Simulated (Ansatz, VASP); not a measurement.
Two plane-wave programs on Sn5As3

```
Sn As
1.0
     7.82411    0.00000    0.00000
    -3.91206    6.77588    0.00000
     0.00000    0.00000    3.92308
Sn As
5 3
Direct
  0.66667 0.33333 0.50000
  0.33333 0.66667 0.50000
  0.00000 0.22763 0.50000
  0.22763 0.00000 0.50000
  0.77237 0.77237 0.50000
  0.00000 0.66668 0.00000
  0.33332 0.33332 0.00000
  0.66668 0.00000 0.00000
```

Change from the starting cell: species swapped into the Yb3Si5 type (P-62m, No. 189).

Alike in both runs: functional PBE; k mesh 3 × 3 × 4; occupations gaussian, width 0.2 eV; no spin polarisation.

Ansatz relaxed the structure, and its values are those at the end. VASP's run is a single point on that final structure, the one shown.

|  | VASP | Ansatz |
| --- | --- | --- |
| version | VASP 6.6.1 | Ansatz 0.2.0 |
| potentials or method | VASP PAW PBE potentials, release 64 (Sn_d, As), cutoff 520 eV | scalar-relativistic, plane waves, PAW |
| valence electrons in the cell | 85 | 115 |

```tsv
	VASP	Ansatz	Ansatz less VASP
gap on the k mesh at the Fermi level (eV)	none	none	-
pressure (GPa)	-0.1	-0.1	0.00
rms of the force components (eV/Å)	0.008	0.008	+0.0004
```

A gap of «none» marks a metal or a gap that the smearing closes. With one functional, cell and mesh, what is left measures potentials, basis and numerics. VASP's potentials hold 85 valence electrons a cell and Ansatz's 115, so a difference there can come from the potentials and not from the codes.

The k mesh is coarse, so the values compare programs but aren't converged.
